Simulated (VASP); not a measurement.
# Sb (P4/mmm) in VASP: notebook, part 2 of 2

VASP 6.6.1. The steps go on from the part before.

## Step 3: Single point, r2SCAN (strain +0.000 along x and y, -0.040 along z)

POSCAR

```
Sb
1.0
    3.1600000000      0.0000000000      0.0000000000
    0.0000000000      3.1600000000      0.0000000000
    0.0000000000      0.0000000000      3.0336000000
Sb
1
Direct
    0.0000000000      0.0000000000      0.0000000000
```

INCAR.step1

```
PREC = Accurate ; ENCUT = 520
ISMEAR = 0 ; SIGMA = 0.15
LREAL = F ; LASPH = T
NELM = 100 ; NBANDS = 8
GGA = PE ; ALGO = Normal
EDIFF = 1E-4 ; LWAVE = T
LCHARG = F
```

INCAR.step2

```
PREC = Accurate ; ENCUT = 520
EDIFF = 1E-7 ; ISMEAR = 0
SIGMA = 0.15 ; LREAL = F
LASPH = T ; NELM = 100
ALGO = Normal ; ISIF = 2
LWAVE = F ; LCHARG = F
METAGGA = R2SCAN ; LMIXTAU = T
NBANDS = 8 ; ISTART = 1
```

KPOINTS

```
Automatic mesh
0
Gamma
  16 16 16
```

Potentials or basis: VASP PAW PBE potentials, release 64 (Sb).

Run with:

```sh
cat potpaw_PBE.64/Sb/POTCAR > POTCAR
cp INCAR.step1 INCAR
mpirun -np 1 vasp_std > vasp.out
cp INCAR.step2 INCAR
mpirun -np 1 vasp_std > vasp.out
```

OUTCAR:

```text
PREC = Accurate
   ENCUT = 520
   EDIFF = 1E-7
   ISMEAR = 0
   LREAL = F
   LASPH = T
   NELM = 100
   ISIF = 2
   METAGGA = R2SCAN
   ISTART = 1

 ion  position               nearest neighbor table
   1  0.000  0.000  0.000-

  LATTYP: Found a simple tetragonal cell.
 ALAT       =     3.1600000000
 C/A-ratio  =     0.9600000000

  Lattice vectors:

 A1 = (   3.1600000000,   0.0000000000,   0.0000000000)
 A2 = (   0.0000000000,   3.1600000000,   0.0000000000)
 A3 = (   0.0000000000,   0.0000000000,   3.0336000000)

Analysis of symmetry for initial positions (statically):
=====================================================================
 Subroutine PRICEL returns:
 Original cell was already a primitive cell.

 Routine SETGRP: Setting up the symmetry group for a
 simple tetragonal supercell.

 Subroutine GETGRP returns: Found 16 space group operations
 (whereof 16 operations were pure point group operations)
 out of a pool of 16 trial point group operations.

The static configuration has the point symmetry D_4h.

Analysis of symmetry for dynamics (positions and initial velocities):
=====================================================================
 Subroutine PRICEL returns:
 Original cell was already a primitive cell.

 Routine SETGRP: Setting up the symmetry group for a
 simple tetragonal supercell.

 Subroutine GETGRP returns: Found 16 space group operations
 (whereof 16 operations were pure point group operations)
 out of a pool of 16 trial point group operations.

The dynamic configuration has the point symmetry D_4h.

 Subroutine INISYM returns: Found 16 space group operations
 (whereof 16 operations are pure point group operations),
 and found     1 'primitive' translations

----------------------------------------------------------------------------------------

                                     Primitive cell

  volume of cell :      30.2923

  direct lattice vectors                    reciprocal lattice vectors
     3.160000000  0.000000000  0.000000000     0.316455696  0.000000000  0.000000000
     0.000000000  3.160000000  0.000000000     0.000000000  0.316455696  0.000000000
     0.000000000  0.000000000  3.033600000     0.000000000  0.000000000  0.329641350

  length of vectors
     3.160000000  3.160000000  3.033600000     0.316455696  0.316455696  0.329641350

  position of ions in fractional coordinates (direct lattice)
     0.000000000  0.000000000  0.000000000

  ion indices of the primitive-cell ions
   primitive index   ion index
                 1           1

----------------------------------------------------------------------------------------

 KPOINTS: Automatic mesh

Automatic generation of k-mesh.
 Grid dimensions read from file:
 generate k-points for:   16   16   16

 Generating k-lattice:

  Cartesian coordinates                     Fractional coordinates (reciprocal lattice)
     0.019778481  0.000000000  0.000000000     0.062500000  0.000000000  0.000000000
     0.000000000  0.019778481  0.000000000     0.000000000  0.062500000  0.000000000
     0.000000000  0.000000000  0.020602584     0.000000000  0.000000000  0.062500000

  Length of vectors
     0.019778481  0.019778481  0.020602584

  Shift w.r.t. Gamma in fractional coordinates (k-lattice)
     0.000000000  0.000000000  0.000000000

 Subroutine IBZKPT returns following result:
 ===========================================

 Found    405 irreducible k-points:

 Following reciprocal coordinates:
            Coordinates               Weight
  0.000000  0.000000  0.000000      1.000000
  0.062500  0.000000  0.000000      4.000000
  0.125000  0.000000  0.000000      4.000000
  0.187500  0.000000  0.000000      4.000000
  0.250000  0.000000  0.000000      4.000000
  0.312500  0.000000  0.000000      4.000000
[... 16 lines left out ...]
  0.437500  0.125000  0.000000      8.000000
  0.500000  0.125000  0.000000      4.000000
 [... further k-points ...]
   k-points           NKPTS =    405   k-points in BZ     NKDIM =    405   number of bands    NBANDS=      8
   number of dos      NEDOS =    301   number of ions     NIONS =      1
   total plane-waves  NPLWV =  13824
   dimension x,y,z NGX =    24 NGY =   24 NGZ =   24
   dimension x,y,z NGXF=    48 NGYF=   48 NGZF=   48
   ions per type =               1
   NGX,Y,Z   is equivalent  to a cutoff of  12.63, 12.63, 13.15 a.u.
   NGXF,Y,Z  is equivalent  to a cutoff of  25.25, 25.25, 26.30 a.u.
 SYSTEM =  unknown system
   PREC   = accura    normal or accurate (medium, high low for compatibility)
   ISTART =      1    job   : 0-new  1-cont  2-samecut
   ICHARG =      0    charge: 1-file 2-atom 10-const
   ISPIN  =      1    spin polarized calculation?
   LNONCOLLINEAR =      F non collinear calculations
   LSORBIT =      F    spin-orbit coupling
   LASPH  =      T    aspherical Exc in radial PAW
   ENCUT  =  520.0 eV  38.22 Ry    6.18 a.u.   5.88  5.88  5.64*2*pi/ulx,y,z
   NELM   =    100;   NELMIN=  2; NELMDL=  0     # of ELM steps
   EDIFF  = 0.1E-06   stopping-criterion for ELM
   LREAL  =      F    real-space projection
   EDIFFG = 0.1E-05   stopping-criterion for IOM
   NSW    =      0    number of steps for IOM
   IBRION =     -1    ionic relax: 0-MD 1-quasi-New 2-CG
   NFREE  =      0    steps in history (QN), initial steepest desc. (CG)
   ISIF   =      2    stress and relaxation
   ISYM   =      2    0-nonsym 1-usesym 2-fastsym
   POTIM  = 0.5000    time-step for ionic-motion
   TEBEG  =    0.0;   TEEND  =   0.0 temperature during run
   PSTRESS=    0.0 pullay stress
   NELECT =       5.0000    total number of electrons
   NUPDOWN=      -1.0000    fix difference up-down
   EMIN   =  10.00;   EMAX   =-10.00  energy-range for DOS
   EFERMI =   0.00;   METHOD = LEGACY
   ISMEAR =     0;   SIGMA  =   0.15  broadening in eV -4-tet -1-fermi 0-gaus
   EFERMI_NEDOS =   21; number of points for ismear=-14 and -15
   IALGO  =     38    algorithm
   IMIX   =      4    mixing-type and parameters
     AMIX     =   0.40;   BMIX     =  1.00
     AMIX_MAG =   1.60;   BMIX_MAG =  1.00
  volume/ion in A,a.u.               =      30.29       204.42
  Fermi-wavevector in a.u.,A,eV,Ry     =   0.898023  1.697017 10.972348  0.806445
  Thomas-Fermi vector in A             =   2.020680
   LORBIT       =      0    0 simple, 1 ext, 2 COOP (PROOUT), +10 PAW based schemes
   METAGGA = R2SCAN    functional components
   LHFCALC =     F    Hartree Fock is set to
   AEXX    =    0.0000 exact exchange contribution
   IVDW    =     0    specifies the selected vdW correction
   LEPSILON=     F    determine dielectric tensor
   LRPA    =     F    only Hartree local field effects (RPA)
 non-spin polarized calculation
 Gauss-broadening in eV      SIGMA  =   0.15
  energy-cutoff  :      520.00
  volume of cell :       30.29
 maximum number of plane-waves:       836
 NGX is ok and might be reduce to    24
   NGX = 11   NGY = 11   NGZ = 11

 number of electron       5.0000001 magnetization

 Free energy of the ion-electron system (eV)
  ---------------------------------------------------
  ext. energy  EPLUGINS =         0.00000000
  ---------------------------------------------------
  free energy    TOTEN  =       -25.62720069 eV

  energy without entropy =      -25.62260280  energy(sigma->0) =      -25.62490174

 E-fermi :   6.8741     XC(G=0): -10.0393

 val. band max:        6.8588636155   @ k =   0.4375   0.2500   0.1250
 cond. band min:       6.8835488307   @ k =   0.1875   0.1875   0.0625
 fundamental gap:      0.0246852152
 Fermi energy:         6.8740781713

 k-point     1 :       0.0000    0.0000    0.0000
  band No.  band energies     occupation
      1      -6.0043      2.00000
      2       9.8571      0.00000
      3       9.8571      0.00000
      4      11.0878      0.00000
      5      13.8332      0.00000
      6      14.1657      0.00000
      7      16.1226      0.00000
      8      24.8342      0.00000

 k-point     2 :       0.0625    0.0000    0.0000
  band No.  band energies     occupation
      1      -5.9482      2.00000
      2       9.1292      0.00000
      3       9.9117      0.00000
      4      11.1431      0.00000
      5      14.0411      0.00000
      6      14.6706      0.00000
      7      16.3128      0.00000
      8      24.2476      0.00000
[... 221 lines left out ...]
 k-point    23 :       0.4375    0.1250    0.0000
  band No.  band energies     occupation
      1      -3.6075      2.00000
      2       1.6434      2.00000
      3       9.6311      0.00000
      4      13.1596      0.00000
      5      15.3149      0.00000
      6      17.2517      0.00000
      7      19.4159      0.00000
      8      19.8833      0.00000

 k-point    24 :       0.5000    0.1250    0.0000
  band No.  band energies     occupation
      1      -3.4426      2.00000
      2       1.3466      2.00000
      3       9.7559      0.00000
      4      13.2680      0.00000
      5      15.1013      0.00000
      6      17.4193      0.00000
      7      19.5533      0.00000
      8      19.6927      0.00000

 [... further k-points ...]
[... 5 lines left out ...]
  --------------------------------------------------------------------------------------
  -------------------------------------------------------------------------------------
  Total       -0.5336857     -0.5336857      0.1946241      0.0000000      0.0000000      0.0000000
  in kB      -28.2269301    -28.2269301     10.2937752      0.0000000      0.0000000      0.0000000
  external PRESSURE =     -15.3866950 kB  Pullay stress =       0.0000000 kB

 VOLUME and BASIS-vectors are now :
 -----------------------------------------------------------------------------
  energy-cutoff  :      520.00
  volume of cell :       30.29
      direct lattice vectors                 reciprocal lattice vectors
     3.160000000  0.000000000  0.000000000     0.316455696  0.000000000  0.000000000
     0.000000000  3.160000000  0.000000000     0.000000000  0.316455696  0.000000000
     0.000000000  0.000000000  3.033600000     0.000000000  0.000000000  0.329641350

 POSITION                                       TOTAL-FORCE (eV/Angst)
 -----------------------------------------------------------------------------------
      0.00000      0.00000      0.00000         0.000000      0.000000      0.000000
 -----------------------------------------------------------------------------------
    total drift:                                0.000000      0.000000      0.000000

  FREE ENERGIE OF THE ION-ELECTRON SYSTEM (eV)
  ---------------------------------------------------
  free  energy   TOTEN  =       -25.6272006910 eV

  energy  without entropy=      -25.6226027964  energy(sigma->0) =      -25.62490174
```

OUTCAR.step1:

```text
PREC = Accurate
   ENCUT = 520
   ISMEAR = 0
   LREAL = F
   LASPH = T
[... 481 lines left out ...]

 POSITION                                       TOTAL-FORCE (eV/Angst)
 -----------------------------------------------------------------------------------
      0.00000      0.00000      0.00000         0.000000      0.000000      0.000000
 -----------------------------------------------------------------------------------
    total drift:                               -0.000000      0.000000      0.000000

  FREE ENERGIE OF THE ION-ELECTRON SYSTEM (eV)
  ---------------------------------------------------
  free  energy   TOTEN  =        -4.0829299911 eV

  energy  without entropy=       -4.0777641597  energy(sigma->0) =       -4.08034708
```

It took 2.3 min on 1 thread of Intel Xeon Platinum 8259CL at 2.50GHz (Skylake/Cascade Lake), shared host; peak memory 0.22 GiB.

What came out:

```
Free energy : -25.6272 eV
Pressure    : -1.5 GPa
```

Caveat: the cell differs from its parent crystal (strain +0.000 along x and y, -0.040 along z); the PAW data sets were made with another functional, which shifts forces and pressure a little; spin-orbit coupling is left out, which moves the levels of the heavy elements.

## Step 4: Single point, r2SCAN (strain +0.000 along x and y, +0.040 along z)

POSCAR: that of step 3 with these lines changed.

```diff
@@ -4,3 +4,3 @@
     0.0000000000      3.1600000000      0.0000000000
-    0.0000000000      0.0000000000      3.0336000000
+    0.0000000000      0.0000000000      3.2864000000
 Sb
```

INCAR.step1

```
SYSTEM = Sb
ALGO = Normal
EDIFF = 1E-4
ENCUT = 520
GGA = PE
ISMEAR = 0
LASPH = .True.
LCHARG = .False.
LREAL = .False.
LWAVE = .True.
NBANDS = 8
NELM = 60
PREC = Accurate
SIGMA = 0.15
```

INCAR.step2

```
SYSTEM = Sb
ALGO = Normal
EDIFF = 1E-7
ENCUT = 520
ISIF = 2
ISMEAR = 0
ISTART = 1
LASPH = .True.
LCHARG = .True.
LELF = .True.
LMIXTAU = .True.
LREAL = .False.
LVHAR = .True.
LWAVE = .False.
METAGGA = R2SCAN
NBANDS = 8
NELM = 60
PREC = Accurate
SIGMA = 0.15
```

KPOINTS

```
k-points
0
Gamma
  16 16 16
  0 0 0
```

Run with:

```sh
cat potpaw_PBE.64/Sb/POTCAR > POTCAR
cp INCAR.step1 INCAR
mpirun -np 1 vasp_std > vasp.out
cp INCAR.step2 INCAR
mpirun -np 1 vasp_std > vasp.out
```

Wall time 2.4 min (1 thread of Intel Xeon Platinum 8259CL at 2.50GHz (Skylake/Cascade Lake), shared host); peak memory 0.22 GiB.

It converged, with:

- Free energy: -25.5719 eV
- Pressure: -5.1 GPa

Stress tensor (GPa, compression positive):
```
-4.14  0.00  0.00
 0.00 -4.14  0.00
 0.00  0.00 -6.97
```

Levels at points of the mesh, in eV from the Fermi level:
```tsv
k point	band 1	band 2	band 3	band 4	band 5	band 6	band 7
(0.00, 0.00, 0.00)	-12.28	2.48	3.52	3.52	6.78	7.39	8.68
(0.50, 0.00, 0.00)	-9.89	-5.28	4.42	5.48	9.01	10.74	11.06
(0.50, 0.50, 0.00)	-7.33	-3.32	-3.32	2.87	6.38	12.52	13.01
(0.00, 0.00, 0.50)	-10.36	-5.15	5.10	5.10	9.06	11.40	11.70
(0.50, 0.00, 0.50)	-7.85	-3.66	-3.14	2.79	7.07	12.83	13.57
(0.50, 0.50, 0.50)	-5.03	-1.82	-1.82	-1.24	5.11	5.42	5.42
```

Caveat: the cell differs from its parent crystal (strain +0.000 along x and y, +0.040 along z); the PAW data sets were made with another functional, which shifts forces and pressure a little; spin-orbit coupling is left out, which moves the levels of the heavy elements.

## Step 5: The runs side by side

| cell | gap on the mesh (eV) | pressure (GPa) |
| --- | --- | --- |
| a = 3.034, b = 3.034, c = 3.160 Å, 1 atom | none | 0.9 |
| a = 3.160, b = 3.160, c = 3.034 Å, 1 atom | none | -1.5 |
| a = 3.160, b = 3.160, c = 3.286 Å, 1 atom | none | -5.1 |

Alike in all rows: task single point; level r2SCAN; potentials or basis VASP PAW PBE potentials, release 64 (Sb); no spin polarisation; k mesh 16 × 16 × 16; cutoff (eV) 520; smearing gaussian 0.15 eV.

Caveats: the PAW data sets were made with another functional, which shifts forces and pressure a little; spin-orbit coupling is left out, which moves the levels of the heavy elements.

Total energies depend on the potentials used, so only differences within one code and one set of settings carry meaning.
